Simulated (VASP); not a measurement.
# Pt (Fm-3m) in VASP: single point with PBE

Aim: the single point of Pt with PBE.

All numbers are computed with VASP 6.6.1; they aren't measurements. Logs are shortened: lines on timing, memory, paths and dates and some standing lists are left out, and cuts for length are marked.

## Step 1: The cell of the first run

Symmetry: Fm-3m, No. 225, cubic system. Conventional cell: a = 3.970 Å, b = 3.970 Å, c = 3.970 Å, α = 90.00°, β = 90.00°, γ = 90.00°. Pt (site symmetry m-3m) has 12 Pt at 2.81 Å within 3.7 Å.

## Step 2: Single point, PBE

Input file INCAR:

```
PREC     = Accurate       # precision mode
ENCUT    = 500            # plane-wave cutoff, eV
EDIFF    = 1E-6           # SCF threshold, eV
ISMEAR   = 1              # smearing method
SIGMA    = 0.1            # smearing width, eV
LREAL    = F              # projectors in reciprocal space
LASPH    = T              # aspherical terms in the spheres
NELM     = 120            # most SCF steps
ALGO     = Normal         # electronic algorithm
ISIF     = 2              # what is computed and relaxed
LWAVE    = F              # write WAVECAR
LCHARG   = F              # write CHGCAR
GGA      = PE             # functional
NBANDS   = 11             # bands
GGA_COMPAT= F
```

Input file KPOINTS:

```
regular mesh
0
Gamma
  17 17 17
```

Input file POSCAR:

```
Pt
1.0
    0.0000000000      1.9847733483      1.9847733483
    1.9847733483      0.0000000000      1.9847733483
    1.9847733483      1.9847733483      0.0000000000
Pt
1
Direct
    0.0000000000      0.0000000000      0.0000000000
```

Potentials or basis: VASP PAW PBE potentials, release 64 (Pt).

On the command line:

```sh
$ cat potpaw_PBE.64/Pt/POTCAR > POTCAR
$ mpirun -np 1 vasp_std > vasp.out
```

OUTCAR:

```text
PREC = Accurate
   ENCUT = 500
   EDIFF = 1E-6
   ISMEAR = 1
   LREAL = F
   LASPH = T
   NELM = 120
   ISIF = 2
   GGA = PE

 ion  position               nearest neighbor table
   1  0.000  0.000  0.000-

  LATTYP: Found a face centered cubic cell.
 ALAT       =     3.9695466966

  Lattice vectors:

 A1 = (   0.0000000000,   1.9847733483,   1.9847733483)
 A2 = (   1.9847733483,   0.0000000000,   1.9847733483)
 A3 = (   1.9847733483,   1.9847733483,   0.0000000000)

Analysis of symmetry for initial positions (statically):
=====================================================================
 Subroutine PRICEL returns:
 Original cell was already a primitive cell.

 Routine SETGRP: Setting up the symmetry group for a
 face centered cubic supercell.

 Subroutine GETGRP returns: Found 48 space group operations
 (whereof 48 operations were pure point group operations)
 out of a pool of 48 trial point group operations.

The static configuration has the point symmetry O_h .

Analysis of symmetry for dynamics (positions and initial velocities):
=====================================================================
 Subroutine PRICEL returns:
 Original cell was already a primitive cell.

 Routine SETGRP: Setting up the symmetry group for a
 face centered cubic supercell.

 Subroutine GETGRP returns: Found 48 space group operations
 (whereof 48 operations were pure point group operations)
 out of a pool of 48 trial point group operations.

The dynamic configuration has the point symmetry O_h .

 Subroutine INISYM returns: Found 48 space group operations
 (whereof 48 operations are pure point group operations),
 and found     1 'primitive' translations

----------------------------------------------------------------------------------------

                                     Primitive cell

  volume of cell :      15.6373

  direct lattice vectors                    reciprocal lattice vectors
     0.000000000  1.984773348  1.984773348    -0.251917933  0.251917933  0.251917933
     1.984773348  0.000000000  1.984773348     0.251917933 -0.251917933  0.251917933
     1.984773348  1.984773348  0.000000000     0.251917933  0.251917933 -0.251917933

  length of vectors
[... 82 lines left out ...]
   EDIFFG = 0.1E-04   stopping-criterion for IOM
   NSW    =      0    number of steps for IOM
   IBRION =     -1    ionic relax: 0-MD 1-quasi-New 2-CG
   NFREE  =      0    steps in history (QN), initial steepest desc. (CG)
   ISIF   =      2    stress and relaxation
   ISYM   =      2    0-nonsym 1-usesym 2-fastsym
   POTIM  = 0.5000    time-step for ionic-motion
   TEBEG  =    0.0;   TEEND  =   0.0 temperature during run
   PSTRESS=    0.0 pullay stress
   NELECT =      10.0000    total number of electrons
   NUPDOWN=      -1.0000    fix difference up-down
   EMIN   =  10.00;   EMAX   =-10.00  energy-range for DOS
   EFERMI =   0.00;   METHOD = LEGACY
   ISMEAR =     1;   SIGMA  =   0.10  broadening in eV -4-tet -1-fermi 0-gaus
   EFERMI_NEDOS =   21; number of points for ismear=-14 and -15
   IALGO  =     38    algorithm
   IMIX   =      4    mixing-type and parameters
     AMIX     =   0.40;   BMIX     =  1.00
     AMIX_MAG =   1.60;   BMIX_MAG =  1.00
  volume/ion in A,a.u.               =      15.64       105.53
  Fermi-wavevector in a.u.,A,eV,Ry     =   1.410438  2.665341 27.066540  1.989335
  Thomas-Fermi vector in A             =   2.532392
   LORBIT       =      0    0 simple, 1 ext, 2 COOP (PROOUT), +10 PAW based schemes
   GGA     = PE    functional components
   LHFCALC =     F    Hartree Fock is set to
   AEXX    =    0.0000 exact exchange contribution
   IVDW    =     0    specifies the selected vdW correction
   LEPSILON=     F    determine dielectric tensor
   LRPA    =     F    only Hartree local field effects (RPA)
 non-spin polarized calculation
 Methfessel and Paxton  Order N= 1 SIGMA  =   0.10
  energy-cutoff  :      500.00
  volume of cell :       15.64
 maximum number of plane-waves:       411
   NGX = 11   NGY = 11   NGZ = 11

 number of electron      10.0000002 magnetization

 Free energy of the ion-electron system (eV)
  ---------------------------------------------------
  ext. energy  EPLUGINS =         0.00000000
  ---------------------------------------------------
  free energy    TOTEN  =        -6.10054101 eV

  energy without entropy =       -6.09909885  energy(sigma->0) =       -6.10006029

 E-fermi :  10.5644     XC(G=0): -13.2734

 val. band max:       10.5597673725   @ k =  -0.4118   0.3529   0.1176
 cond. band min:      10.5648823028   @ k =   0.4706   0.4706   0.0000
 fundamental gap:      0.0051149303
 Fermi energy:        10.5644015441

 k-point     1 :       0.0000    0.0000    0.0000
  band No.  band energies     occupation
      1       0.7668      2.00000
      2       7.0108      2.00000
      3       7.0108      2.00000
      4       7.0108      2.00000
      5       9.0411      2.00000
      6       9.0411      2.00000
      7      25.3154      0.00000
      8      30.0783      0.00000
      9      30.0783      0.00000
     10      30.0783      0.00000
     11      35.2914      0.00000
[... 309 lines left out ...]
 k-point    24 :      -0.1176    0.0588    0.0000
  band No.  band energies     occupation
      1       1.5864      2.00000
      2       6.6703      2.00000
      3       7.2953      2.00000
      4       7.3236      2.00000
      5       8.7401      2.00000
      6       9.1176      2.00000
      7      26.4343      0.00000
      8      27.2508      0.00000
      9      30.3424      0.00000
     10      31.7672      0.00000
     11      35.4071      0.00000

 [... further k-points ...]

------------------------ aborting loop because EDIFF is reached ----------------------------------------

  FORCE on cell =-STRESS in cart. coord.  units (eV):
  Direction    XX          YY          ZZ          XY          YZ          ZX
  --------------------------------------------------------------------------------------
  -------------------------------------------------------------------------------------
  Total       -0.0454193     -0.0454193     -0.0454193      0.0000000      0.0000000      0.0000000
  in kB       -4.6535925     -4.6535925     -4.6535925      0.0000000      0.0000000      0.0000000
  external PRESSURE =      -4.6535925 kB  Pullay stress =       0.0000000 kB

 VOLUME and BASIS-vectors are now :
 -----------------------------------------------------------------------------
  energy-cutoff  :      500.00
  volume of cell :       15.64
      direct lattice vectors                 reciprocal lattice vectors
     0.000000000  1.984773348  1.984773348    -0.251917933  0.251917933  0.251917933
     1.984773348  0.000000000  1.984773348     0.251917933 -0.251917933  0.251917933
     1.984773348  1.984773348  0.000000000     0.251917933  0.251917933 -0.251917933

 POSITION                                       TOTAL-FORCE (eV/Angst)
 -----------------------------------------------------------------------------------
      0.00000      0.00000      0.00000         0.000000      0.000000      0.000000
 -----------------------------------------------------------------------------------
    total drift:                                0.000000     -0.000000      0.000000

  FREE ENERGIE OF THE ION-ELECTRON SYSTEM (eV)
  ---------------------------------------------------
  free  energy   TOTEN  =        -6.1005410062 eV

  energy  without entropy=       -6.0990988544  energy(sigma->0) =       -6.10006029
```

stdout:

```text
POSCAR found type information on POSCAR Pt
 POSCAR found :  1 types and       1 ions
 scaLAPACK will be used
 LDA part: xc-table for (Slater+PW92), standard interpolation
 POSCAR, INCAR and KPOINTS ok, starting setup
 FFT: planning ... GRIDC
 FFT: planning ... GRID_SOFT
 FFT: planning ... GRID
 WAVECAR not read
 entering main loop
```

It took 30 s on 1 thread of Intel Xeon 8259CL, shared host; peak memory 0.15 GiB.

Results:

* Free energy: -6.1005 eV
* Pressure: -0.5 GPa
* Band gap on the k mesh: zero (bands 5 and 6 overlap by 2.05 eV)

Caveat: spin-orbit coupling is left out, which moves the levels of the heavy elements.
